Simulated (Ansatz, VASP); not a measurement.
Two plane-wave programs on H9O4F

```
O H F
1.0
     5.36011    0.00000    0.00000
     0.00000    5.36011    0.00000
     0.00000    0.00000    5.36011
O H F
4 9 1
Direct
  0.09846 0.17860 0.18360
  0.84482 0.25024 0.78401
  0.57464 0.68646 0.71127
  0.47849 0.92348 0.11510
  0.00128 0.21992 0.02419
  0.25707 0.06702 0.14182
  0.78720 0.09204 0.71251
  0.98393 0.32217 0.66918
  0.42968 0.63690 0.60684
  0.66125 0.52514 0.74523
  0.62901 0.02651 0.12859
  0.50429 0.82246 0.95503
  0.13883 0.31775 0.33551
  0.17662 0.43785 0.52362
```

Alike in both runs: functional LDA; k mesh 1 × 1 × 1; occupations fermi-dirac, width 0.05 eV; no spin polarisation.

Ansatz relaxed the structure, and its values are those at the end. VASP's run is a single point on that final structure, the one shown.

|  | VASP | Ansatz |
| --- | --- | --- |
| version | VASP 6.6.1 | Ansatz 0.2.0 |
| potentials or method | VASP PAW LDA potentials, release 64 (O, H, F), cutoff 520 eV | scalar-relativistic, plane waves, PAW |
| valence electrons in the cell | 40 | 40 |

|  | VASP | Ansatz | Ansatz less VASP |
| --- | --- | --- | --- |
| rms of the force components (eV/Å) | 0.121 | 0.124 | +0.0026 |

LDA's correlation is that of Perdew and Zunger in VASP and of Perdew and Wang (1992) in Ansatz.
